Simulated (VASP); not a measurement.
Here is a VASP 6.6.1 calculation.

INCAR

```
  PREC = Accurate
  ENCUT = 520
  EDIFF = 1E-8
  ISMEAR = -1
  SIGMA = 0.02
  LREAL = F
  LASPH = T
  NELM = 100
  ALGO = Normal
  ISIF = 2
  LWAVE = F
  LCHARG = F
  GGA = PE
  LEFG = T
  NBANDS = 29
```

File KPOINTS:

```
Automatic mesh
0
Gamma
  6 6 6
```

The input POSCAR:

```
KZnF3
1.0
    4.0500000000      0.0000000000      0.0000000000
    0.0000000000      4.0500000000      0.0000000000
    0.0000000000      0.0000000000      4.0500000000
K Zn F
1 1 3
Direct
    0.0000000000      0.0000000000      0.0000000000
    0.5000000000      0.5000000000      0.5000000000
    0.5000000000      0.5000000000      0.0000000000
    0.0000000000      0.5000000000      0.5000000000
    0.5000000000      0.0000000000      0.5000000000
```

Potentials or basis: VASP PAW PBE potentials, release 64 (K_sv, Zn, F).

Command:

```sh
$ cat potpaw_PBE.64/K_sv/POTCAR potpaw_PBE.64/Zn/POTCAR potpaw_PBE.64/F/POTCAR > POTCAR
$ mpirun -np 1 vasp_std > vasp.out
```

Question: Predict the band gap on the k mesh.

Answer: 3.79 eV (least direct gap 5.65 eV).

Question: Estimate the pressure.

Answer: 4.9 GPa.

Electric field gradients, principal values (V/Å²):
| atom | least | middle | greatest (by size) |
| --- | --- | --- | --- |
| 1 K | 0.000 | 0.000 | 0.000 |
| 2 Zn | 0.000 | 0.000 | 0.000 |
| 3 F | -50.090 | -50.090 | 100.181 |
| 4 F | -50.090 | -50.090 | 100.181 |
| 5 F | -50.090 | -50.090 | 100.181 |

Caveat: the cell stands under pressure; without QUAD_EFG the Cq values of the log hold for a quadrupole moment of 1 mb, not for the nuclei. A k mesh can miss the band edges.
